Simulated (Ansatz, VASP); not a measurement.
**One calculation of Sn3Se, two programs**

```
Sn Se
1.0
     4.74188    0.00000    0.00000
     0.00000    4.74188    0.00000
     0.00000    0.00000    4.74188
Sn Se
3 1
Cartesian
  2.3709 2.3709 0.0000
  2.3709 0.0000 2.3709
  0.0000 2.3709 2.3709
  0.0000 0.0000 0.0000
```

Alike in both runs: functional PBEsol; k mesh 6 × 6 × 6; occupations fermi-dirac, width 0.05 eV; non-collinear spin, spin-orbit coupling.

```csv
,VASP,Ansatz
version,VASP 6.6.1,Ansatz 0.2.0
potentials or method,"VASP PAW PBE potentials, release 64 (Sn_d, Se)",Ansatz PAW
plane-wave cutoff (eV),520,420
valence electrons in the cell,48,58
task,single point,band structure
```

|  | VASP | Ansatz | Ansatz less VASP |
| --- | --- | --- | --- |
| pressure (GPa) | -2.6 | -2.6 | +0.01 |
| net moment per atom (μB) | 0.00 | 0.00 | 0.000 |

VASP's potentials were made for PBE, not for PBEsol. With one functional, cell and mesh, what is left measures potentials, basis and numerics. VASP's potentials hold 48 valence electrons a cell and Ansatz's 58, so a difference there can come from the potentials and not from the codes.
